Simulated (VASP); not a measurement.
# Re (I4_1/amd) in VASP: a series of runs

Re is run at these levels: PBE; tasks: single point, relaxation of cell and atoms.

All numbers are computed with VASP 6.6.1; they aren't measurements. Logs are shortened: lines on timing, memory, paths and dates and some standing lists are left out, and cuts for length are marked.

**1. The cell of the first run**

It takes space group I4_1/amd (No. 141, tetragonal). The conventional cell has a = 4.813 Å, b = 4.813 Å, c = 2.625 Å, α = 90.00°, β = 90.00°, γ = 90.00°. Within 3.3 Å of Re (site symmetry -4m2) lie 10 Re at 2.49 to 3.11 Å.

**2. Single point, PBE**

INCAR reads:

```
SYSTEM = Re
ALGO = Normal
EDIFF = 1E-6
ENCUT = 600
GGA = PE
GGA_COMPAT = .FALSE.
ISIF = 2
ISMEAR = 0
LASPH = .TRUE.
LCHARG = .FALSE.
LREAL = .FALSE.
LWAVE = .FALSE.
NBANDS = 14
NELM = 120
PREC = Accurate
SIGMA = 0.1
```

KPOINTS reads:

```
k-points
0
G
  8 8 8
  0 0 0
```

POSCAR reads:

```
Re
1.0
   -2.4064138552      2.4064138552      1.3127431791
    2.4064138552     -2.4064138552      1.3127431791
    2.4064138552      2.4064138552     -1.3127431791
Re
2
Direct
    0.0000000000      0.0000000000      0.0000000000
    0.7500000000      0.2500000000      0.5000000000
```

Potentials or basis: VASP PAW PBE potentials, release 64 (Re).

Run with:

```bash
> cat potpaw_PBE.64/Re/POTCAR > POTCAR
> mpirun -np 1 vasp_std > vasp.out
```

OUTCAR:

```text
SYSTEM = Re
   EDIFF = 1E-6
   ENCUT = 600
   GGA = PE
   ISIF = 2
   ISMEAR = 0
   LASPH = .TRUE.
   LREAL = .FALSE.
   NELM = 120
   PREC = Accurate

 ion  position               nearest neighbor table
   1  0.000  0.000  0.000-   2 2.49   2 2.49   2 2.49   2 2.49   2 3.11   2 3.11   2 3.11   2 3.11

   2  0.750  0.250  0.500-   1 2.49   1 2.49   1 2.49   1 2.49   1 3.11   1 3.11   1 3.11   1 3.11

  LATTYP: Found a body centered tetragonal cell.
 ALAT       =     4.8128277104
 C/A-ratio  =     0.5455184595

  Lattice vectors:

 A1 = (  -2.4064138552,   2.4064138552,   1.3127431791)
 A2 = (   2.4064138552,  -2.4064138552,   1.3127431791)
 A3 = (   2.4064138552,   2.4064138552,  -1.3127431791)

Analysis of symmetry for initial positions (statically):
=====================================================================
 Subroutine PRICEL returns:
 Original cell was already a primitive cell.

 Routine SETGRP: Setting up the symmetry group for a
 body centered tetragonal supercell.

 Subroutine GETGRP returns: Found 16 space group operations
 (whereof  8 operations were pure point group operations)
 out of a pool of 16 trial point group operations.

The static configuration has the point symmetry D_2d.
 The point group associated with its full space group is D_4h.

Analysis of symmetry for dynamics (positions and initial velocities):
=====================================================================
 Subroutine PRICEL returns:
 Original cell was already a primitive cell.

 Routine SETGRP: Setting up the symmetry group for a
 body centered tetragonal supercell.

 Subroutine GETGRP returns: Found 16 space group operations
 (whereof  8 operations were pure point group operations)
 out of a pool of 16 trial point group operations.

The dynamic configuration has the point symmetry D_2d.
 The point group associated with its full space group is D_4h.

 Subroutine INISYM returns: Found 16 space group operations
 (whereof  8 operations are pure point group operations),
 and found     1 'primitive' translations

----------------------------------------------------------------------------------------

                                     Primitive cell

  volume of cell :      30.4075

  direct lattice vectors                    reciprocal lattice vectors
    -2.406413855  2.406413855  1.312743179     0.000000000  0.207778059  0.380881811
     2.406413855 -2.406413855  1.312743179     0.207778059  0.000000000  0.380881811
     2.406413855  2.406413855 -1.312743179     0.207778059  0.207778059  0.000000000

  length of vectors
     3.647595090  3.647595090  3.647595090     0.433869423  0.433869423  0.293842549

  position of ions in fractional coordinates (direct lattice)
     0.000000000  0.000000000  0.000000000
     0.750000000  0.250000000  0.500000000

  ion indices of the primitive-cell ions
   primitive index   ion index
                 1           1
                 2           2

----------------------------------------------------------------------------------------

 KPOINTS: k-points

Automatic generation of k-mesh.
 Grid dimensions read from file:
 generate k-points for:    8    8    8

 Generating k-lattice:

  Cartesian coordinates                     Fractional coordinates (reciprocal lattice)
     0.000000000  0.025972257  0.047610226     0.125000000  0.000000000  0.000000000
     0.025972257  0.000000000  0.047610226     0.000000000  0.125000000  0.000000000
     0.025972257  0.025972257  0.000000000     0.000000000  0.000000000  0.125000000

  Length of vectors
     0.054233678  0.054233678  0.036730319

  Shift w.r.t. Gamma in fractional coordinates (k-lattice)
     0.000000000  0.000000000  0.000000000

 Subroutine IBZKPT returns following result:
 ===========================================

 Found     59 irreducible k-points:

 Following reciprocal coordinates:
            Coordinates               Weight
  0.000000  0.000000  0.000000      1.000000
  0.125000 -0.000000  0.000000      8.000000
  0.250000 -0.000000  0.000000      8.000000
  0.375000  0.000000  0.000000      8.000000
  0.500000 -0.000000  0.000000      4.000000
  0.125000  0.125000  0.000000      8.000000
[... 16 lines left out ...]
  0.250000  0.125000  0.125000     16.000000
  0.375000  0.125000  0.125000      8.000000
 [... further k-points ...]
   k-points           NKPTS =     59   k-points in BZ     NKDIM =     59   number of bands    NBANDS=     14
   number of dos      NEDOS =    301   number of ions     NIONS =      2
   total plane-waves  NPLWV =  27000
   dimension x,y,z NGX =    30 NGY =   30 NGZ =   30
   dimension x,y,z NGXF=    60 NGYF=   60 NGZF=   60
   ions per type =               2
   NGX,Y,Z   is equivalent  to a cutoff of  13.67, 13.67, 13.67 a.u.
   NGXF,Y,Z  is equivalent  to a cutoff of  27.35, 27.35, 27.35 a.u.
 SYSTEM =  Re
   PREC   = accura    normal or accurate (medium, high low for compatibility)
   ISTART =      0    job   : 0-new  1-cont  2-samecut
   ICHARG =      2    charge: 1-file 2-atom 10-const
   ISPIN  =      1    spin polarized calculation?
   LNONCOLLINEAR =      F non collinear calculations
   LSORBIT =      F    spin-orbit coupling
   LASPH  =      T    aspherical Exc in radial PAW
   ENCUT  =  600.0 eV  44.10 Ry    6.64 a.u.   7.29  7.29  7.29*2*pi/ulx,y,z
   NELM   =    120;   NELMIN=  2; NELMDL= -5     # of ELM steps
   EDIFF  = 0.1E-05   stopping-criterion for ELM
   LREAL  =      F    real-space projection
[... 7 lines left out ...]
   TEBEG  =    0.0;   TEEND  =   0.0 temperature during run
   PSTRESS=    0.0 pullay stress
   NELECT =      14.0000    total number of electrons
   NUPDOWN=      -1.0000    fix difference up-down
   EMIN   =  10.00;   EMAX   =-10.00  energy-range for DOS
   EFERMI =   0.00;   METHOD = LEGACY
   ISMEAR =     0;   SIGMA  =   0.10  broadening in eV -4-tet -1-fermi 0-gaus
   EFERMI_NEDOS =   21; number of points for ismear=-14 and -15
   IALGO  =     38    algorithm
   IMIX   =      4    mixing-type and parameters
     AMIX     =   0.40;   BMIX     =  1.00
     AMIX_MAG =   1.60;   BMIX_MAG =  1.00
  volume/ion in A,a.u.               =      15.20       102.60
  Fermi-wavevector in a.u.,A,eV,Ry     =   1.264127  2.388854 21.742342  1.598017
  Thomas-Fermi vector in A             =   2.397448
   LORBIT       =      0    0 simple, 1 ext, 2 COOP (PROOUT), +10 PAW based schemes
   GGA     = PE    functional components
   LHFCALC =     F    Hartree Fock is set to
   AEXX    =    0.0000 exact exchange contribution
   IVDW    =     0    specifies the selected vdW correction
   LEPSILON=     F    determine dielectric tensor
   LRPA    =     F    only Hartree local field effects (RPA)
 non-spin polarized calculation
 Gauss-broadening in eV      SIGMA  =   0.10
  energy-cutoff  :      600.00
  volume of cell :       30.41
 maximum number of plane-waves:      1030
 NGX is ok and might be reduce to    30
   NGX = 15   NGY = 15   NGZ = 15

 number of electron      13.9999999 magnetization

 Free energy of the ion-electron system (eV)
  ---------------------------------------------------
  ext. energy  EPLUGINS =         0.00000000
  ---------------------------------------------------
  free energy    TOTEN  =       -22.61752018 eV

  energy without entropy =      -22.60372622  energy(sigma->0) =      -22.61062320

 E-fermi :   8.1023     XC(G=0): -13.4440

 val. band max:        8.0969577734   @ k =   0.2500   0.2500   0.1250
 cond. band min:       8.1269186330   @ k =   0.5000   0.5000   0.5000
 fundamental gap:      0.0299608596
 Fermi energy:         8.1022683909

 k-point     1 :       0.0000    0.0000    0.0000
  band No.  band energies     occupation
      1      -2.0120      2.00000
      2       1.0084      2.00000
      3       2.7809      2.00000
      4       3.2631      2.00000
      5       4.3192      2.00000
      6       8.8914      0.00000
      7       8.8914      0.00000
      8       8.9556      0.00000
      9       8.9556      0.00000
     10      12.2860      0.00000
     11      14.0004      0.00000
     12      14.0004      0.00000
     13      14.0770      0.00000
     14      24.4701      0.00000

 k-point     2 :       0.1250   -0.0000    0.0000
  band No.  band energies     occupation
      1      -1.3419      2.00000
      2       1.3725      2.00000
      3       2.9365      2.00000
      4       4.0593      2.00000
      5       4.7530      2.00000
      6       6.7587      2.00000
      7       7.0899      2.00000
      8       9.2103      0.00000
      9       9.4183      0.00000
     10      12.0126      0.00000
     11      13.1098      0.00000
     12      15.4764      0.00000
     13      16.1406      0.00000
     14      24.6678      0.00000

 k-point     3 :       0.2500   -0.0000    0.0000
  band No.  band energies     occupation
      1       0.3012      2.00000
      2       2.2007      2.00000
      3       3.1848      2.00000
      4       4.5879      2.00000
      5       4.9683      2.00000
      6       6.0315      2.00000
      7       7.4430      2.00000
      8       8.0476      1.56042
      9       8.4306      0.00000
     10      11.2576      0.00000
     11      12.8417      0.00000
     12      17.2656      0.00000
     13      17.8568      0.00000
     14      23.5261      0.00000
[... 324 lines left out ...]
 k-point    23 :       0.2500    0.1250    0.1250
  band No.  band energies     occupation
      1       1.7239      2.00000
      2       1.9814      2.00000
      3       3.4936      2.00000
      4       4.4462      2.00000
      5       5.2347      2.00000
      6       6.5343      2.00000
      7       7.3967      2.00000
      8       9.6800      0.00000
      9       9.8802      0.00000
     10      11.0644      0.00000
     11      12.4219      0.00000
     12      14.7966      0.00000
     13      18.2510      0.00000
     14      19.5156      0.00000

 k-point    24 :       0.3750    0.1250    0.1250
  band No.  band energies     occupation
      1       1.7429      2.00000
      2       1.9361      2.00000
      3       3.0795      2.00000
      4       4.5419      2.00000
      5       5.2177      2.00000
      6       7.3220      2.00000
      7       7.8776      1.99851
      8       9.6518      0.00000
      9      10.5924      0.00000
     10      12.1307      0.00000
     11      13.4038      0.00000
     12      15.8933      0.00000
     13      16.4105      0.00000
     14      16.6319      0.00000

 [... further k-points ...]
[... 5 lines left out ...]
  --------------------------------------------------------------------------------------
  -------------------------------------------------------------------------------------
  Total        6.3874738      6.3874738      2.7629759      0.0000000      0.0000000      0.0000000
  in kB      336.5575340    336.5575340    145.5818625      0.0000000      0.0000000      0.0000000
  external PRESSURE =     272.8989768 kB  Pullay stress =       0.0000000 kB

 VOLUME and BASIS-vectors are now :
 -----------------------------------------------------------------------------
  energy-cutoff  :      600.00
  volume of cell :       30.41
      direct lattice vectors                 reciprocal lattice vectors
    -2.406413855  2.406413855  1.312743179     0.000000000  0.207778059  0.380881811
     2.406413855 -2.406413855  1.312743179     0.207778059  0.000000000  0.380881811
     2.406413855  2.406413855 -1.312743179     0.207778059  0.207778059  0.000000000

 POSITION                                       TOTAL-FORCE (eV/Angst)
 -----------------------------------------------------------------------------------
      0.00000      0.00000      0.00000        -0.000000     -0.000000      0.000000
      0.00000      2.40641      0.65637         0.000000      0.000000     -0.000000
 -----------------------------------------------------------------------------------
    total drift:                                0.000000     -0.000000      0.000000

  FREE ENERGIE OF THE ION-ELECTRON SYSTEM (eV)
  ---------------------------------------------------
  free  energy   TOTEN  =       -22.6175201777 eV

  energy  without entropy=      -22.6037262197  energy(sigma->0) =      -22.61062320
```

Wall time 35 s (1 thread of Intel Xeon 8259CL, shared host); peak memory 0.19 GiB.

What came out:

```yaml
Free_energy: -22.6175 eV
Pressure: 27.3 GPa
Band_gap_on_the_k_mesh: zero (bands 7 and 8 overlap by 2.20 eV)
```

Caveat: the stress differs along the axes, from 15 to 34 GPa; spin-orbit coupling is left out, which moves the levels of the heavy elements.

[end of part 1 of 2]

The gap in the log of VASP goes by the Fermi energy; the results here count the filled bands.